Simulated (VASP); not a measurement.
# HfC (Imm2) in VASP: further runs

The runs below take HfC through single point, with PBE, r2SCAN.

Everything below comes from runs of VASP 6.6.1. Logs are shortened: lines on timing, memory, paths and dates and some standing lists are left out, and cuts for length are marked.

## 1. The cell of the first run

Symmetry: Imm2, No. 44, orthorhombic system. The conventional cell has a = 2.793 Å, b = 4.994 Å, c = 3.695 Å, α = 90.00°, β = 90.00°, γ = 90.00°. Within 2.4 Å of Hf (site symmetry mm2) lie 2 C at 1.80 Å. Within 2.4 Å of C (site symmetry mm2) lie 2 Hf at 1.80 Å.

## 2. Single point, PBE

INCAR reads:

```
PREC = Accurate
ENCUT = 520
EDIFF = 1E-6
ISMEAR = -1
SIGMA = 0.05
LREAL = False
LASPH = True
NELM = 100
ALGO = Normal
ISIF = 2
LWAVE = False
LCHARG = False
GGA = PE
NBANDS = 14
```

KPOINTS reads:

```
Automatic mesh
0
Gamma
  12 12 12
```

POSCAR reads:

```
HfC
1.0
   -1.3966732300      2.4971805100      1.8473367300
    1.3966732300     -2.4971805100      1.8473367300
    1.3966732300      2.4971805100     -1.8473367300
Hf C
1 1
Direct
    0.9847118300      0.9847118300      0.0000000000
    0.6794548300      0.1794548300      0.5000000000
```

Potentials or basis: VASP PAW PBE potentials, release 64 (Hf_pv, C).

Command:

```sh
> cat potpaw_PBE.64/Hf_pv/POTCAR potpaw_PBE.64/C/POTCAR > POTCAR
> mpirun -np 1 vasp_std > vasp.out
```

OUTCAR:

```text
PREC = Accurate
   ENCUT = 520
   EDIFF = 1E-6
   ISMEAR = -1
   LREAL = False
   LASPH = True
   NELM = 100
   ISIF = 2
   GGA = PE

 ion  position               nearest neighbor table
   1  0.985  0.985  0.000-   2 1.80   2 1.80   2 2.60   2 2.60   2 2.92   2 2.92
   2  0.679  0.179  0.500-   1 1.80   1 1.80   1 2.60   1 2.60   1 2.92   1 2.92

  LATTYP: Found a body centered orthorhombic cell.
 ALAT       =     2.7933464600
 B/A-ratio  =     1.3226692474
 C/A-ratio  =     1.7879490036

  Lattice vectors:

 A1 = (   1.3966732300,  -2.4971805100,  -1.8473367300)
 A2 = (  -1.3966732300,  -2.4971805100,   1.8473367300)
 A3 = (  -1.3966732300,   2.4971805100,  -1.8473367300)

Analysis of symmetry for initial positions (statically):
=====================================================================
 Subroutine PRICEL returns:
 Original cell was already a primitive cell.

 Routine SETGRP: Setting up the symmetry group for a
 body centered orthorhombic supercell.

 Subroutine GETGRP returns: Found  4 space group operations
 (whereof  4 operations were pure point group operations)
 out of a pool of  8 trial point group operations.

The static configuration has the point symmetry C_2v.

Analysis of symmetry for dynamics (positions and initial velocities):
=====================================================================
 Subroutine PRICEL returns:
 Original cell was already a primitive cell.

 Routine SETGRP: Setting up the symmetry group for a
 body centered orthorhombic supercell.

 Subroutine GETGRP returns: Found  4 space group operations
 (whereof  4 operations were pure point group operations)
 out of a pool of  8 trial point group operations.

The dynamic configuration has the point symmetry C_2v.

 Subroutine INISYM returns: Found  4 space group operations
 (whereof  4 operations are pure point group operations),
 and found     1 'primitive' translations

----------------------------------------------------------------------------------------

                                     Primitive cell

  volume of cell :      25.7722

  direct lattice vectors                    reciprocal lattice vectors
    -1.396673230  2.497180510  1.847336730     0.000000000  0.200225814  0.270659914
     1.396673230 -2.497180510  1.847336730     0.357993544  0.000000000  0.270659914
     1.396673230  2.497180510 -1.847336730     0.357993544  0.200225814  0.000000000

  length of vectors
     3.405768578  3.405768578  3.405768578     0.336670708  0.448794125  0.410182587

  position of ions in fractional coordinates (direct lattice)
     0.984711830  0.984711830  0.000000000
     0.679454830  0.179454830  0.500000000

  ion indices of the primitive-cell ions
   primitive index   ion index
                 1           1
                 2           2

----------------------------------------------------------------------------------------

 KPOINTS: Automatic mesh

Automatic generation of k-mesh.
 Grid dimensions read from file:
 generate k-points for:   12   12   12

 Generating k-lattice:

  Cartesian coordinates                     Fractional coordinates (reciprocal lattice)
     0.000000000  0.016685484  0.022554993     0.083333333  0.000000000  0.000000000
     0.029832795  0.000000000  0.022554993     0.000000000  0.083333333  0.000000000
     0.029832795  0.016685484  0.000000000     0.000000000  0.000000000  0.083333333

  Length of vectors
     0.028055892  0.037399510  0.034181882

  Shift w.r.t. Gamma in fractional coordinates (k-lattice)
     0.000000000  0.000000000  0.000000000

 Subroutine IBZKPT returns following result:
 ===========================================

 Found    280 irreducible k-points:

 Following reciprocal coordinates:
            Coordinates               Weight
  0.000000  0.000000  0.000000      1.000000
  0.083333  0.000000  0.000000      4.000000
  0.166667  0.000000 -0.000000      4.000000
  0.250000  0.000000 -0.000000      4.000000
  0.333333  0.000000 -0.000000      4.000000
  0.416667  0.000000 -0.000000      4.000000
[... 16 lines left out ...]
  0.250000  0.166667 -0.000000      8.000000
  0.333333  0.166667 -0.000000      8.000000
 [... further k-points ...]
   k-points           NKPTS =    280   k-points in BZ     NKDIM =    280   number of bands    NBANDS=     14
   number of dos      NEDOS =    301   number of ions     NIONS =      2
   total plane-waves  NPLWV =  21952
   dimension x,y,z NGX =    28 NGY =   28 NGZ =   28
   dimension x,y,z NGXF=    56 NGYF=   56 NGZF=   56
   ions per type =               1   1
   NGX,Y,Z   is equivalent  to a cutoff of  13.67, 13.67, 13.67 a.u.
   NGXF,Y,Z  is equivalent  to a cutoff of  27.34, 27.34, 27.34 a.u.
 SYSTEM =  unknown system
   PREC   = accura    normal or accurate (medium, high low for compatibility)
   ISTART =      0    job   : 0-new  1-cont  2-samecut
   ICHARG =      2    charge: 1-file 2-atom 10-const
   ISPIN  =      1    spin polarized calculation?
   LNONCOLLINEAR =      F non collinear calculations
   LSORBIT =      F    spin-orbit coupling
   LASPH  =      T    aspherical Exc in radial PAW
   ENCUT  =  520.0 eV  38.22 Ry    6.18 a.u.   6.33  6.33  6.33*2*pi/ulx,y,z
   NELM   =    100;   NELMIN=  2; NELMDL= -5     # of ELM steps
   EDIFF  = 0.1E-05   stopping-criterion for ELM
   LREAL  =      F    real-space projection
   EDIFFG = 0.1E-04   stopping-criterion for IOM
   NSW    =      0    number of steps for IOM
   IBRION =     -1    ionic relax: 0-MD 1-quasi-New 2-CG
   NFREE  =      0    steps in history (QN), initial steepest desc. (CG)
   ISIF   =      2    stress and relaxation
   ISYM   =      2    0-nonsym 1-usesym 2-fastsym
   POTIM  = 0.5000    time-step for ionic-motion
   TEBEG  =    0.0;   TEEND  =   0.0 temperature during run
   PSTRESS=    0.0 pullay stress
   NELECT =      14.0000    total number of electrons
   NUPDOWN=      -1.0000    fix difference up-down
   EMIN   =  10.00;   EMAX   =-10.00  energy-range for DOS
   EFERMI =   0.00;   METHOD = LEGACY
   ISMEAR =    -1;   SIGMA  =   0.05  broadening in eV -4-tet -1-fermi 0-gaus
   EFERMI_NEDOS =   21; number of points for ismear=-14 and -15
   IALGO  =     38    algorithm
   IMIX   =      4    mixing-type and parameters
     AMIX     =   0.40;   BMIX     =  1.00
     AMIX_MAG =   1.60;   BMIX_MAG =  1.00
  volume/ion in A,a.u.               =      12.89        86.96
  Fermi-wavevector in a.u.,A,eV,Ry     =   1.335777  2.524252 24.276872  1.784300
  Thomas-Fermi vector in A             =   2.464455
   LORBIT       =      0    0 simple, 1 ext, 2 COOP (PROOUT), +10 PAW based schemes
   GGA     = PE    functional components
   LHFCALC =     F    Hartree Fock is set to
   AEXX    =    0.0000 exact exchange contribution
   IVDW    =     0    specifies the selected vdW correction
   LEPSILON=     F    determine dielectric tensor
   LRPA    =     F    only Hartree local field effects (RPA)
 non-spin polarized calculation
  energy-cutoff  :      520.00
  volume of cell :       25.77
 maximum number of plane-waves:       719
 NGX is ok and might be reduce to    28
   NGX = 13   NGY = 13   NGZ = 13

 number of electron      14.0000001 magnetization

 Free energy of the ion-electron system (eV)
  ---------------------------------------------------
  ext. energy  EPLUGINS =         0.00000000
  ---------------------------------------------------
  free energy    TOTEN  =       -16.62070567 eV

  energy without entropy =      -16.62058320  energy(sigma->0) =      -16.62064443

 E-fermi :   6.0490     XC(G=0): -11.8680

 val. band max:        5.8885032184   @ k =   0.0833   0.4167   0.0833
 cond. band min:       6.2527866476   @ k =   0.1667  -0.4167   0.0833
 fundamental gap:      0.3642834291
 Fermi energy:         6.0489669620

 k-point     1 :       0.0000    0.0000    0.0000
  band No.  band energies     occupation
      1     -23.9667      2.00000
      2     -23.7459      2.00000
      3     -23.4195      2.00000
      4      -5.9936      2.00000
      5       1.6313      2.00000
      6       2.6903      2.00000
      7       4.5475      2.00000
      8       7.8375      0.00000
      9       9.7365      0.00000
     10      10.9282      0.00000
     11      12.2008      0.00000
     12      13.1704      0.00000
     13      15.4471      0.00000
     14      16.3707      0.00000

 k-point     2 :       0.0833    0.0000    0.0000
  band No.  band energies     occupation
      1     -23.9857      2.00000
      2     -23.7611      2.00000
      3     -23.4220      2.00000
      4      -5.8670      2.00000
      5       1.5458      2.00000
      6       2.6619      2.00000
      7       4.5075      2.00000
      8       7.7168      0.00000
      9       9.8134      0.00000
     10      10.9600      0.00000
     11      12.1004      0.00000
     12      13.6995      0.00000
     13      15.6898      0.00000
     14      16.5805      0.00000

 k-point     3 :       0.1667    0.0000   -0.0000
  band No.  band energies     occupation
      1     -24.0474      2.00000
      2     -23.7916      2.00000
      3     -23.4288      2.00000
      4      -5.5099      2.00000
      5       1.3048      2.00000
      6       2.5604      2.00000
      7       4.3980      2.00000
      8       7.5917      0.00000
      9      10.0481      0.00000
     10      10.6542      0.00000
     11      12.6114      0.00000
     12      14.5637      0.00000
     13      16.3019      0.00000
     14      17.1605      0.00000
[... 324 lines left out ...]
 k-point    23 :       0.2500    0.1667   -0.0000
  band No.  band energies     occupation
      1     -24.2301      2.00000
      2     -23.8944      2.00000
      3     -23.8204      2.00000
      4      -3.7162      2.00000
      5       0.9226      2.00000
      6       2.4554      2.00000
      7       3.7857      2.00000
      8       7.6314      0.00000
      9       9.8175      0.00000
     10      11.5752      0.00000
     11      13.3123      0.00000
     12      14.9084      0.00000
     13      17.9057      0.00000
     14      19.2849      0.00000

 k-point    24 :       0.3333    0.1667   -0.0000
  band No.  band energies     occupation
      1     -24.2790      2.00000
      2     -23.9142      2.00000
      3     -23.8224      2.00000
      4      -3.4031      2.00000
      5       0.6919      2.00000
      6       2.4404      2.00000
      7       3.6931      2.00000
      8       7.8469      0.00000
      9       9.8941      0.00000
     10      12.0488      0.00000
     11      13.0674      0.00000
     12      14.9110      0.00000
     13      18.0340      0.00000
     14      19.4191      0.00000

 [... further k-points ...]
[... 5 lines left out ...]
  --------------------------------------------------------------------------------------
  -------------------------------------------------------------------------------------
  Total       27.2462469     -3.8442714      9.4164709      0.0000000      0.0000000      0.0000000
  in kB     1693.8169252   -238.9867475    585.3935734      0.0000000      0.0000000      0.0000000
  external PRESSURE =     680.0745837 kB  Pullay stress =       0.0000000 kB

 VOLUME and BASIS-vectors are now :
 -----------------------------------------------------------------------------
  energy-cutoff  :      520.00
  volume of cell :       25.77
      direct lattice vectors                 reciprocal lattice vectors
    -1.396673230  2.497180510  1.847336730     0.000000000  0.200225814  0.270659914
     1.396673230 -2.497180510  1.847336730     0.357993544  0.000000000  0.270659914
     1.396673230  2.497180510 -1.847336730     0.357993544  0.200225814  0.000000000

 POSITION                                       TOTAL-FORCE (eV/Angst)
 -----------------------------------------------------------------------------------
      0.00000      0.00000      3.63819        -0.000000      0.000000     11.755410
      0.00000      2.49718      0.66303         0.000000     -0.000000    -11.755410
 -----------------------------------------------------------------------------------
    total drift:                                0.000000     -0.000000     -0.000124

  FREE ENERGIE OF THE ION-ELECTRON SYSTEM (eV)
  ---------------------------------------------------
  free  energy   TOTEN  =       -16.6207056680 eV

  energy  without entropy=      -16.6205831986  energy(sigma->0) =      -16.62064443
```

Wall time 2.3 min (1 thread of AMD EPYC 7R13 (Zen 3), shared host); peak memory 0.21 GiB.

Results:

```yaml
Free_energy: -16.6207 eV
Pressure: 68.0 GPa
Largest_force: 11.755 eV/Å
Band_gap_on_the_k_mesh: 0.36 eV, indirect (least direct gap 0.86 eV)
```

Forces on the atoms (eV/Å):
```
Hf    0.000   0.000  11.755
C     0.000   0.000 -11.755
```

Caveat: spin-orbit coupling is left out, which moves the levels of the heavy elements; forces of over 1 eV/Å act on the atoms, so gaps and moduli don't describe the material at rest. A k mesh can miss the band edges.

## 3. Single point, r2SCAN, non-collinear spin, zero start, spin-orbit coupling

POSCAR is that of step 2.

INCAR.step1 reads:

```
SYSTEM = HfC
ALGO = Normal
EDIFF = 1E-4
ENCUT = 520
GGA = PE
GGA_COMPAT = .False.
ISMEAR = -1
LASPH = .True.
LCHARG = .False.
LMAXMIX = 4
LREAL = .False.
LSORBIT = .True.
LWAVE = .True.
MAGMOM = 0 0 0 0 0 0
NBANDS = 26
NELM = 150
PREC = Accurate
SIGMA = 0.05
```

INCAR.step2 reads:

```
SYSTEM = HfC
ALGO = Normal
EDIFF = 1E-7
ENCUT = 520
GGA_COMPAT = .False.
ISIF = 2
ISMEAR = -1
ISTART = 1
LASPH = .True.
LCHARG = .False.
LMAXMIX = 4
LMIXTAU = .True.
LORBIT = 11
LORBMOM = .True.
LREAL = .False.
LSORBIT = .True.
LWAVE = .False.
MAGMOM = 0 0 0 0 0 0
METAGGA = R2SCAN
NBANDS = 26
NELM = 150
PREC = Accurate
SIGMA = 0.05
```

KPOINTS reads:

```
k-points
0
Gamma
  9 9 9
  0 0 0
```

Potentials or basis: VASP PAW PBE potentials, release 64 (Hf_pv, C).

Command:

```sh
> cat potpaw_PBE.64/Hf_pv/POTCAR potpaw_PBE.64/C/POTCAR > POTCAR
> cp INCAR.step1 INCAR
> mpirun -np 1 vasp_ncl > vasp.out
> cp INCAR.step2 INCAR
> mpirun -np 1 vasp_ncl > vasp.out
```

Run time: 54 min. Hardware: 1 thread of Intel Xeon 8259CL, shared host; peak memory 0.45 GiB.

It converged, with:

```
Free energy                                           : -53.6094 eV
Pressure                                              : 65.3 GPa
Largest force                                         : 11.567 eV/Å
Net moment                                            : 0.00 μB per cell
Valence electrons inside the program's atomic spheres : Hf 9.56; C 2.65
```

Forces in eV/Å, atoms in the order of the input:
```
Hf    0.000   0.000  11.567
C     0.000   0.000 -11.567
```

Stress tensor (GPa, compression positive):
```
166.66   0.00   0.00
  0.00 -25.90   0.00
  0.00   0.00  55.03
```

Moments on the atoms (μB; x, y, z):
```
Hf  0.00 0.00 0.00
C   0.00 0.00 0.00
```

Caveat: the PAW data sets were made with another functional, which shifts forces and pressure a little.
